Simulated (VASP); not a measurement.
Here is a VASP 6.6.1 calculation.

File INCAR:

```
SYSTEM = In
PREC = Accurate
ENCUT = 520
EDIFF = 1E-6
ISMEAR = 0
SIGMA = 0.1
LREAL = .FALSE.
LASPH = .TRUE.
NELM = 100
ALGO = Normal
ISIF = 2
LWAVE = .FALSE.
LCHARG = .FALSE.
GGA = PE
NBANDS = 26
```

File KPOINTS:

```
Automatic mesh
0
G
  6 6 4
  0 0 0
```

The input POSCAR:

```
In
1.0
    3.9718996705      0.0000000028      0.0000000000
   -1.9859498377      3.4397660146      0.0000000000
    0.0000000000      0.0000000000      6.2614960857
In
3
Direct
    0.3335226928      0.0000000000      0.1666666667
    0.0000000000      0.3335226928      0.8333333333
    0.6664773072      0.6664773072      0.5000000000
```

Potentials or basis: VASP PAW PBE potentials, release 64 (In_d).

Command:

```sh
$ cat potpaw_PBE.64/In_d/POTCAR > POTCAR
$ mpirun -np 1 vasp_std > vasp.out
```

**Question.** What does it give for the pressure?

**Answer.** 0.0 GPa.

Stress tensor (GPa, compression positive):
```
-0.10  0.00  0.00
 0.00 -0.10  0.00
 0.00  0.00  0.05
```
